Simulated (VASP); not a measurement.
Wanted: the native input for a VASP 6.6.1 run.

```yaml
Task: relaxation of cell and atoms
Functional: PBE
Potentials_or_basis: VASP PAW PBE potentials, release 64 (Li_sv, Sr_sv, H)
Cutoff: 600 eV
k_mesh: 4 × 4 × 4
Occupations: gaussian, width 0.01 eV
Spin: no spin polarisation
Dipole_correction: no
Further_INCAR_settings: ALGO = Normal; EDIFF = 1e-07; IBRION = 2; EDIFFG = -0.02; NSW = 80; ISIF = 3
```

The structure of SrLiH3 lies in POSCAR:

```
SrLiH3
1.0
    4.6307910000      0.0000000000      0.0000000000
    0.0000000000      4.6307910000      0.0000000000
    0.0000000000      0.0000000000      4.6307910000
Li Sr H
1 1 3
Direct
    0.0000000000      0.0000000000      0.0000000000
    0.5000000000      0.5000000000      0.5000000000
    0.0000000000      0.5000000000      0.5000000000
    0.5000000000      0.0000000000      0.5000000000
    0.5000000000      0.5000000000      0.0000000000
```

The input as run:

INCAR

```
ALGO = Normal
EDIFF = 1E-7
EDIFFG = -0.02
ENCUT = 600
GGA = PE
IBRION = 2
ISIF = 3
ISMEAR = 0
LASPH = True
LCHARG = False
LREAL = False
LWAVE = False
NELM = 100
NSW = 80
PREC = Accurate
SIGMA = 0.01
```

KPOINTS

```
k-points
0
Gamma
  4 4 4
```

Potentials or basis: VASP PAW PBE potentials, release 64 (Li_sv, Sr_sv, H).

Command:

```sh
$ cat potpaw_PBE.64/Li_sv/POTCAR potpaw_PBE.64/Sr_sv/POTCAR potpaw_PBE.64/H/POTCAR > POTCAR
$ mpirun -np 1 vasp_std > vasp.out
```

It gave:

```yaml
Relaxed_volume: 19.93 Å³/atom
Relaxed_cell: a = 4.636 Å, b = 4.636 Å, c = 4.636 Å, α = 90.00°, β = 90.00°, γ = 90.00°
Space_group_after_relaxing_to_0.1_Å: Pm-3m (No. 221)
Energy_gained_by_relaxing: 0.1 meV/atom
Ionic_steps: 2
Pressure_after_relaxing: 0.1 GPa
Band_gap_on_the_k_mesh: 1.83 eV (least direct gap 2.25 eV)
```

Caveat: the cutoff is under 1.25 times the usual one of these potentials, so pressure, stress and relaxed cells hold a basis-set (Pulay) error.

It took 37 s on 1 thread of AMD EPYC 7R13, with other jobs on the host, peak memory 0.26 GiB.
